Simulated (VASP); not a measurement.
Crystal: Sc.

```
CELL_PARAMETERS angstrom
3.35254 0.00000 0.00000
-1.67627 2.90339 0.00000
0.00000 0.00000 5.34269
ATOMIC_POSITIONS crystal
Sc 0.66667 0.33333 0.75000
Sc 0.33333 0.66667 0.25000
```

Base run:

| Item | Value |
| --- | --- |
| Program | VASP 6.6.1 |
| Functional | PBE |
| Potentials or basis | VASP PAW PBE potentials, release 64 (Sc_sv) |
| Cutoff | 520 eV |
| k mesh | 9 × 9 × 5 |
| Occupations | fermi-dirac, width 0.05 eV |
| Spin | no spin polarisation |

Its results: band gap on the k mesh zero (band 11 reaches 4.02 eV, above the bottom of band 12 at 2.98 eV); pressure -2.6 GPa.

Task: The run is repeated on the same cell with these changes: functional from PBE to PBEsol. What comes out?

Result: Band gap on the k mesh zero (band 11 reaches 3.92 eV, above the bottom of band 12 at 2.88 eV); pressure -4.6 GPa.

PBEsol binds more tightly than PBE, so the same cell stands under less pressure.

Caveats: the PAW data sets were made with another functional, which shifts forces and pressure a little (some runs).
